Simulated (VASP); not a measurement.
Set up this calculation in VASP 6.6.1, as the native input.

* Task: single point
* Functional: LDA
* Potentials or basis: VASP PAW LDA potentials, release 64 (K_sv)
* Cutoff: 520 eV
* k mesh: 6 × 6 × 6
* Occupations: gaussian, width 0.1 eV
* Spin: no spin polarisation
* Dipole correction: no
* Further INCAR settings: ALGO = Fast; EDIFF = 1e-06; NBANDS = 10

The structure of K lies in POSCAR:

```
K
1.0
   -2.6180000000      2.6180000000      2.6180000000
    2.6180000000     -2.6180000000      2.6180000000
    2.6180000000      2.6180000000     -2.6180000000
K
1
Direct
    0.0000000000      0.0000000000      0.0000000000
```

One way to write it, as run:

INCAR

```
SYSTEM = K
PREC = Accurate ; ENCUT = 520
EDIFF = 1E-6 ; ISMEAR = 0
SIGMA = 0.1 ; LREAL = .FALSE.
LASPH = .TRUE. ; NELM = 100
ALGO = Fast ; ISIF = 2
LWAVE = .FALSE. ; LCHARG = .TRUE.
LELF = .TRUE. ; LVHAR = .TRUE.
NBANDS = 10
```

KPOINTS

```
Automatic mesh
0
G
  6 6 6
  0 0 0
```

Potentials or basis: VASP PAW LDA potentials, release 64 (K_sv).

Launch:

```bash
$ cat potpaw_LDA.64/K_sv/POTCAR > POTCAR
$ mpirun -np 1 vasp_std > vasp.out
```

Results of the run:

```json
{
  "Pressure": "-0.4 GPa",
  "Band gap on the k mesh": "zero (an odd number of electrons rules out a gap without spin polarisation)"
}
```

Run time: 5.6 s on 1 thread of Intel(R) Xeon(R) 6975P-C (Granite Rapids) (shared host), peak memory 0.16 GiB.
